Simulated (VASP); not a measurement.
The system is KMgF3.

```xyz
5
Lattice="4.0539 0.0000 0.0000 0.0000 4.0539 0.0000 0.0000 0.0000 4.0539" Properties=species:S:1:pos:R:3 pbc="T T T"
K     0.0000    0.0000    0.0000
Mg    2.0269    2.0269    2.0269
F     2.0269    2.0269    0.0000
F     2.0269    0.0000    2.0269
F     0.0000    2.0269    2.0269
```

```yaml
Program: VASP 6.6.1
Task: relaxation of cell and atoms
Functional: LDA
Potentials_or_basis: VASP PAW LDA potentials, release 64 (K_sv, Mg, F)
Cutoff: 600 eV
k_mesh: 6 × 6 × 6
Occupations: fermi-dirac, width 0.02 eV
Spin: no spin polarisation
```

At the start: pressure -8.2 GPa; volume 13.32 Å³/atom.

Problem. Where does the relaxation end?

Solution. Over 5 steps the energy falls by 44.1 meV/atom and the volume is 11.79 Å³/atom (-11.5 %); space group Pm-3m (No. 221, to 0.1 Å) before and after.

Step by step:
```tsv
step	energy change (eV)	largest force (eV/Å)	pressure (GPa)	volume (Å³)
1	0.0000	0.0000	-8.24	66.62
2	-0.2134	0.0000	-1.82	60.23
3	-0.2207	0.0000	-0.08	59.02
4	-0.2207	0.0000	0.14	58.88
5	-0.2207	0.0000	0.01	58.97
```

Final structure:
```xyz
5
Lattice="3.8923 0.0000 0.0000 0.0000 3.8923 0.0000 0.0000 0.0000 3.8923" Properties=species:S:1:pos:R:3 pbc="T T T"
K     0.0000    3.8923    3.8923
Mg    1.9462    1.9462    1.9462
F     1.9462    1.9462    3.8923
F     1.9462    0.0000    1.9462
F     3.8923    1.9462    1.9462
```
